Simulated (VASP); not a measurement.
# WC (rocksalt type) (Fm-3m) in VASP: notebook

WC (rocksalt type) is run at these levels: PBE; tasks: relaxation of cell and atoms.

Program: VASP 6.6.1. These are calculated values, not measurements. Logs are shortened: lines on timing, memory, paths and dates and some standing lists are left out, and cuts for length are marked.

## 1. The cell of the first run

The structure is cubic, space group Fm-3m (No. 225). Conventional cell: a = 3.887 Å, b = 3.887 Å, c = 3.887 Å, α = 90.00°, β = 90.00°, γ = 90.00°. W (site symmetry m-3m) has 6 C at 1.94 Å within 2.6 Å. C (site symmetry m-3m) has 6 W at 1.94 Å within 2.6 Å.

## 2. Relaxation of cell and atoms, PBE, target pressure 280 GPa, at which the enthalpy is minimised

File INCAR:

```
PREC = Accurate
ENCUT = 600
EDIFF = 1E-6
ISMEAR = -1
SIGMA = 0.08
LREAL = F
LASPH = T
NELM = 80
ALGO = Normal
ISIF = 3
LWAVE = F
LCHARG = F
GGA = PE
IBRION = 2
NSW = 32
EDIFFG = -0.005
PSTRESS = 2800.0
```

File KPOINTS:

```
Automatic mesh
0
Gamma
  17 17 17
```

File POSCAR:

```
WC
1.0
    0.0000000000      1.9433880068      1.9433880068
    1.9433880068      0.0000000000      1.9433880068
    1.9433880068      1.9433880068      0.0000000000
W C
1 1
Direct
    0.0000000000      0.0000000000      0.0000000000
    0.5000000000      0.5000000000      0.5000000000
```

Potentials or basis: VASP PAW PBE potentials, release 64 (W_sv, C).

Run with:

```bash
cat potpaw_PBE.64/W_sv/POTCAR potpaw_PBE.64/C/POTCAR > POTCAR
mpirun -np 1 vasp_std > vasp.out
```

OUTCAR:

```text
PREC = Accurate
   ENCUT = 600
   EDIFF = 1E-6
   ISMEAR = -1
   LREAL = F
   LASPH = T
   NELM = 80
   ISIF = 3
   GGA = PE
   IBRION = 2
   NSW = 32
   EDIFFG = -0.005
   PSTRESS = 2800.0

 ion  position               nearest neighbor table
   1  0.000  0.000  0.000-   2 1.94   2 1.94   2 1.94   2 1.94   2 1.94   2 1.94
   2  0.500  0.500  0.500-   1 1.94   1 1.94   1 1.94   1 1.94   1 1.94   1 1.94

  LATTYP: Found a face centered cubic cell.
 ALAT       =     3.8867760136

  Lattice vectors:

 A1 = (   0.0000000000,   1.9433880068,   1.9433880068)
 A2 = (   1.9433880068,   0.0000000000,   1.9433880068)
 A3 = (   1.9433880068,   1.9433880068,   0.0000000000)

Analysis of symmetry for initial positions (statically):
=====================================================================
 Subroutine PRICEL returns:
 Original cell was already a primitive cell.

 Routine SETGRP: Setting up the symmetry group for a
 face centered cubic supercell.

 Subroutine GETGRP returns: Found 48 space group operations
 (whereof 48 operations were pure point group operations)
 out of a pool of 48 trial point group operations.

The static configuration has the point symmetry O_h .

Analysis of symmetry for dynamics (positions and initial velocities):
=====================================================================
 Subroutine PRICEL returns:
 Original cell was already a primitive cell.

 Routine SETGRP: Setting up the symmetry group for a
 face centered cubic supercell.

 Subroutine GETGRP returns: Found 48 space group operations
 (whereof 48 operations were pure point group operations)
 out of a pool of 48 trial point group operations.

The dynamic configuration has the point symmetry O_h .

 Subroutine INISYM returns: Found 48 space group operations
 (whereof 48 operations are pure point group operations),
 and found     1 'primitive' translations

----------------------------------------------------------------------------------------

                                     Primitive cell

  volume of cell :      14.6794

  direct lattice vectors                    reciprocal lattice vectors
     0.000000000  1.943388007  1.943388007    -0.257282642  0.257282642  0.257282642
     1.943388007  0.000000000  1.943388007     0.257282642 -0.257282642  0.257282642
     1.943388007  1.943388007  0.000000000     0.257282642  0.257282642 -0.257282642

  length of vectors
     2.748365676  2.748365676  2.748365676     0.445626607  0.445626607  0.445626607

  position of ions in fractional coordinates (direct lattice)
     0.000000000  0.000000000  0.000000000
     0.500000000  0.500000000  0.500000000

  ion indices of the primitive-cell ions
   primitive index   ion index
                 1           1
                 2           2

----------------------------------------------------------------------------------------

 KPOINTS: Automatic mesh

Automatic generation of k-mesh.
 Grid dimensions read from file:
 generate k-points for:   17   17   17

 Generating k-lattice:

  Cartesian coordinates                     Fractional coordinates (reciprocal lattice)
    -0.015134273  0.015134273  0.015134273     0.058823529  0.000000000  0.000000000
     0.015134273 -0.015134273  0.015134273     0.000000000  0.058823529  0.000000000
     0.015134273  0.015134273 -0.015134273     0.000000000  0.000000000  0.058823529

  Length of vectors
     0.026213330  0.026213330  0.026213330

  Shift w.r.t. Gamma in fractional coordinates (k-lattice)
     0.000000000  0.000000000  0.000000000

 Subroutine IBZKPT returns following result:
 ===========================================

 Found    165 irreducible k-points:

 Following reciprocal coordinates:
            Coordinates               Weight
  0.000000  0.000000  0.000000      1.000000
  0.058824  0.000000  0.000000      8.000000
  0.117647  0.000000  0.000000      8.000000
  0.176471  0.000000  0.000000      8.000000
  0.235294  0.000000  0.000000      8.000000
  0.294118  0.000000  0.000000      8.000000
[... 16 lines left out ...]
 -0.176471  0.058824  0.000000     24.000000
 -0.117647  0.058824  0.000000     24.000000
 [... further k-points ...]
   k-points           NKPTS =    165   k-points in BZ     NKDIM =    165   number of bands    NBANDS=     13
   number of dos      NEDOS =    301   number of ions     NIONS =      2
   total plane-waves  NPLWV =  13824
   dimension x,y,z NGX =    24 NGY =   24 NGZ =   24
   dimension x,y,z NGXF=    48 NGYF=   48 NGZF=   48
   ions per type =               1   1
   NGX,Y,Z   is equivalent  to a cutoff of  14.52, 14.52, 14.52 a.u.
   NGXF,Y,Z  is equivalent  to a cutoff of  29.03, 29.03, 29.03 a.u.
 SYSTEM =  unknown system
   PREC   = accura    normal or accurate (medium, high low for compatibility)
   ISTART =      0    job   : 0-new  1-cont  2-samecut
   ICHARG =      2    charge: 1-file 2-atom 10-const
   ISPIN  =      1    spin polarized calculation?
   LNONCOLLINEAR =      F non collinear calculations
   LSORBIT =      F    spin-orbit coupling
   LASPH  =      T    aspherical Exc in radial PAW
   ENCUT  =  600.0 eV  44.10 Ry    6.64 a.u.   5.49  5.49  5.49*2*pi/ulx,y,z
   NELM   =     80;   NELMIN=  2; NELMDL= -5     # of ELM steps
   EDIFF  = 0.1E-05   stopping-criterion for ELM
   LREAL  =      F    real-space projection
   EDIFFG = -.5E-02   stopping-criterion for IOM
   NSW    =     32    number of steps for IOM
   IBRION =      2    ionic relax: 0-MD 1-quasi-New 2-CG
   NFREE  =      1    steps in history (QN), initial steepest desc. (CG)
   ISIF   =      3    stress and relaxation
   ISYM   =      2    0-nonsym 1-usesym 2-fastsym
   POTIM  = 0.5000    time-step for ionic-motion
   TEBEG  =    0.0;   TEEND  =   0.0 temperature during run
   PSTRESS= 2800.0 pullay stress
   NELECT =      18.0000    total number of electrons
   NUPDOWN=      -1.0000    fix difference up-down
   EMIN   =  10.00;   EMAX   =-10.00  energy-range for DOS
   EFERMI =   0.00;   METHOD = LEGACY
   ISMEAR =    -1;   SIGMA  =   0.08  broadening in eV -4-tet -1-fermi 0-gaus
   EFERMI_NEDOS =   21; number of points for ismear=-14 and -15
   IALGO  =     38    algorithm
   IMIX   =      4    mixing-type and parameters
     AMIX     =   0.40;   BMIX     =  1.00
     AMIX_MAG =   1.60;   BMIX_MAG =  1.00
  volume/ion in A,a.u.               =       7.34        49.53
  Fermi-wavevector in a.u.,A,eV,Ry     =   1.752250  3.311273 41.775072  3.070381
  Thomas-Fermi vector in A             =   2.822617
   LORBIT       =      0    0 simple, 1 ext, 2 COOP (PROOUT), +10 PAW based schemes
   GGA     = PE    functional components
   LHFCALC =     F    Hartree Fock is set to
   AEXX    =    0.0000 exact exchange contribution
   IVDW    =     0    specifies the selected vdW correction
   LEPSILON=     F    determine dielectric tensor
   LRPA    =     F    only Hartree local field effects (RPA)
 conjugate gradient relaxation of ions
 non-spin polarized calculation
  energy-cutoff  :      600.00
  volume of cell :       14.68
 maximum number of plane-waves:       531
 NGX is ok and might be reduce to    24
   NGX = 11   NGY = 11   NGZ = 11

--------------------------------------- Ionic step        1  -------------------------------------------

 number of electron      18.0000002 magnetization

 Free energy of the ion-electron system (eV)
  ---------------------------------------------------
  ext. energy  EPLUGINS =         0.00000000
  ---------------------------------------------------
  free energy    TOTEN  =       -17.42226834 eV

  energy without entropy =      -17.40804627  energy(sigma->0) =      -17.41515731

------------------------ aborting loop because EDIFF is reached ----------------------------------------

  FORCE on cell =-STRESS in cart. coord.  units (eV):
  Direction    XX          YY          ZZ          XY          YZ          ZX
  --------------------------------------------------------------------------------------
  -------------------------------------------------------------------------------------
  Total       26.0526812     26.0526812     26.0526812      0.0000000     -0.0000000     -0.0000000
  in kB     2843.5080183   2843.5080183   2843.5080183      0.0000000     -0.0000000     -0.0000000
  external PRESSURE =      43.5080183 kB  Pullay stress =    2800.0000000 kB

 VOLUME and BASIS-vectors are now :
 -----------------------------------------------------------------------------
  energy-cutoff  :      600.00
  volume of cell :       14.68
      direct lattice vectors                 reciprocal lattice vectors
     0.000000000  1.943388007  1.943388007    -0.257282642  0.257282642  0.257282642
     1.943388007  0.000000000  1.943388007     0.257282642 -0.257282642  0.257282642
     1.943388007  1.943388007  0.000000000     0.257282642  0.257282642 -0.257282642
[... 46 lines left out ...]
  FREE ENERGIE OF THE ION-ELECTRON SYSTEM (eV)
  ---------------------------------------------------
  free  energy   TOTEN  =       -18.1295048047 eV

  energy  without entropy=      -18.1147195008  energy(sigma->0) =      -18.12211215

  enthalpy is  TOTEN    =         8.2717111966 eV   P V=       26.4012160013

--------------------------------------- Ionic step        3  -------------------------------------------

 number of electron      18.0000002 magnetization

 Free energy of the ion-electron system (eV)
  ---------------------------------------------------
  ext. energy  EPLUGINS =         0.00000000
  ---------------------------------------------------
  free energy    TOTEN  =       -17.50519836 eV

  energy without entropy =      -17.49091488  energy(sigma->0) =      -17.49805662

 E-fermi :  18.5841     XC(G=0): -15.8284

 val. band max:       18.5838334682   @ k =  -0.3529   0.3529   0.1765
 cond. band min:      18.5966116615   @ k =   0.2941   0.1765   0.0588
 fundamental gap:      0.0127781933
 Fermi energy:        18.5840533777

 k-point     1 :       0.0000    0.0000    0.0000
  band No.  band energies     occupation
      1     -56.7455      2.00000
      2     -20.5336      2.00000
      3     -20.5336      2.00000
      4     -20.5336      2.00000
      5      -0.3193      2.00000
      6      14.2046      2.00000
      7      14.2046      2.00000
      8      14.2046      2.00000
      9      16.7489      2.00000
     10      16.7489      2.00000
     11      16.7489      2.00000
     12      17.2747      2.00000
     13      17.2747      2.00000

 k-point     2 :       0.0588    0.0000    0.0000
  band No.  band energies     occupation
      1     -56.7387      2.00000
      2     -20.6147      2.00000
      3     -20.5405      2.00000
      4     -20.5405      2.00000
      5      -0.1516      2.00000
      6      13.7432      2.00000
      7      14.1485      2.00000
      8      14.1485      2.00000
      9      15.5869      2.00000
     10      15.5869      2.00000
     11      17.0137      2.00000
[... 339 lines left out ...]
 k-point    24 :      -0.1176    0.0588    0.0000
  band No.  band energies     occupation
      1     -56.7046      2.00000
      2     -20.9740      2.00000
      3     -20.6350      2.00000
      4     -20.5476      2.00000
      5       0.6831      2.00000
      6      12.3086      2.00000
      7      12.7187      2.00000
      8      12.7708      2.00000
      9      14.8519      2.00000
     10      16.3363      2.00000
     11      17.9523      1.99926
     12      20.5475      0.00000
     13      22.5744      0.00000

 [... further k-points ...]

------------------------ aborting loop because EDIFF is reached ----------------------------------------

  FORCE on cell =-STRESS in cart. coord.  units (eV):
  Direction    XX          YY          ZZ          XY          YZ          ZX
  --------------------------------------------------------------------------------------
  -------------------------------------------------------------------------------------
  Total       25.7329077     25.7329077     25.7329077     -0.0000000      0.0000000      0.0000000
  in kB     2799.6248514   2799.6248514   2799.6248514     -0.0000000      0.0000000      0.0000000
  external PRESSURE =      -0.3751486 kB  Pullay stress =    2800.0000000 kB

 VOLUME and BASIS-vectors are now :
 -----------------------------------------------------------------------------
  energy-cutoff  :      600.00
  volume of cell :       14.73
      direct lattice vectors                 reciprocal lattice vectors
     0.000000000  1.945464019  1.945464019    -0.257008094  0.257008094  0.257008094
     1.945464019 -0.000000000  1.945464019     0.257008094 -0.257008094  0.257008094
     1.945464019  1.945464019 -0.000000000     0.257008094  0.257008094 -0.257008094

 POSITION                                       TOTAL-FORCE (eV/Angst)
 -----------------------------------------------------------------------------------
      0.00000      0.00000      0.00000         0.000000      0.000000     -0.000000
      1.94546      1.94546      1.94546         0.000000      0.000000      0.000000
 -----------------------------------------------------------------------------------
    total drift:                                0.000000     -0.000000     -0.000000

  FREE ENERGIE OF THE ION-ELECTRON SYSTEM (eV)
  ---------------------------------------------------
  free  energy   TOTEN  =       -17.5051983560 eV

  energy  without entropy=      -17.4909148792  energy(sigma->0) =      -17.49805662

  enthalpy is  TOTEN    =         8.2311575402 eV   P V=       25.7363558962

 reached required accuracy - stopping structural energy minimisation
```

Wall time 80 s (1 thread of Intel Xeon Platinum 8488C (Sapphire Rapids), shared host); peak memory 0.18 GiB.

Results:

```
Free energy                                                : -17.5052 eV
Relaxed volume                                             : 7.36 Å³/atom
Relaxed cell                                               : a = 2.751 Å, b = 2.751 Å, c = 2.751 Å, α = 60.00°, β = 60.00°, γ = 60.00°
Space group after relaxing (to 0.1 Å)                      : Fm-3m (No. 225)
Energy change on relaxing (the run minimises the enthalpy) : -41.5 meV/atom
Ionic steps                                                : 3
Pressure after relaxing                                    : 280.0 GPa
```

The path:
```tsv
step	energy change (eV)	largest force (eV/Å)	pressure (GPa)	volume (Å³)
1	0.0000	0.0000	284.35	14.68
2	-0.7072	0.0000	246.56	15.11
3	-0.0829	0.0000	279.96	14.73
```

Final structure:
```cif
data_structure
_symmetry_space_group_name_H-M 'P 1'
_symmetry_Int_Tables_number 1
_cell_length_a 2.7513
_cell_length_b 2.7513
_cell_length_c 2.7513
_cell_angle_alpha 60.000
_cell_angle_beta 60.000
_cell_angle_gamma 60.000
_cell_volume 14.73
loop_
_atom_site_label
_atom_site_type_symbol
_atom_site_fract_x
_atom_site_fract_y
_atom_site_fract_z
_atom_site_occupancy
W1 W 0.00000 0.00000 0.00000 1
C1 C 0.50000 0.50000 0.50000 1
```

Caveat: the cell is relaxed towards a set pressure, so the run minimises the enthalpy, not the energy; the highest band is partly filled, so the run has too few bands; spin-orbit coupling is left out, which moves the levels of the heavy elements.

## 3. Relaxation of cell and atoms, PBE, target pressure 280 GPa, at which the enthalpy is minimised

File INCAR:

```
  ALGO = Normal
  EDIFF = 1E-6
  EDIFFG = -0.005
  ENCUT = 600
  GGA = PE
  IBRION = 2
  ISIF = 3
  ISMEAR = -1
  LASPH = T
  LCHARG = F
  LREAL = F
  LWAVE = F
  NELM = 60
  NSW = 60
  PREC = Accurate
  PSTRESS = 2800.0
  SIGMA = 0.08
```

File KPOINTS:

```
k-points
0
Gamma
  17 17 17
```

File POSCAR:

```
WC
1.0
    0.0000000000      1.9446505409      1.9446505409
    1.9446505409      0.0000000000      1.9446505409
    1.9446505409      1.9446505409      0.0000000000
W C
1 1
Direct
    0.0000000000      0.0000000000      0.0000000000
    0.5000000000      0.5000000000      0.5000000000
```

Potentials or basis: VASP PAW PBE potentials, release 64 (W_sv, C).

Run with:

```bash
cat potpaw_PBE.64/W_sv/POTCAR potpaw_PBE.64/C/POTCAR > POTCAR
mpirun -np 1 vasp_std > vasp.out
```

Wall time 78 s (1 thread of Intel Xeon Platinum 8488C (Sapphire Rapids), shared host); peak memory 0.17 GiB.

It converged, with:

```
Free energy                                                : -17.5042 eV
Relaxed volume                                             : 7.36 Å³/atom
Relaxed cell                                               : a = 2.751 Å, b = 2.751 Å, c = 2.751 Å, α = 60.00°, β = 60.00°, γ = 60.00°
Space group after relaxing (to 0.1 Å)                      : Fm-3m (No. 225)
Energy change on relaxing (the run minimises the enthalpy) : -15.6 meV/atom
Ionic steps                                                : 3
Pressure after relaxing                                    : 280.0 GPa
```

The path:
| step | energy change (eV) | largest force (eV/Å) | pressure (GPa) | volume (Å³) |
| --- | --- | --- | --- | --- |
| 1 | 0.0000 | 0.0000 | 281.67 | 14.71 |
| 2 | -0.2797 | 0.0000 | 266.83 | 14.87 |
| 3 | -0.0313 | 0.0000 | 279.99 | 14.73 |

Final structure:
```
W C
1.0
     0.00000    1.94544    1.94544
     1.94544    0.00000    1.94544
     1.94544    1.94544    0.00000
W C
1 1
Cartesian
  0.0000 0.0000 0.0000
  1.9454 1.9454 1.9454
```

Levels at points of the mesh, in eV from the Fermi level:
```
           k point  band 5  band 6  band 7  band 8  band 9  band 10  band 11  band 12  band 13
(0.00, 0.00, 0.00)  -18.90   -4.38   -4.38   -4.38   -1.84    -1.84    -1.84    -1.31    -1.31
```

Caveat: the cell is relaxed towards a set pressure, so the run minimises the enthalpy, not the energy; the highest band is partly filled, so the run has too few bands; spin-orbit coupling is left out, which moves the levels of the heavy elements.
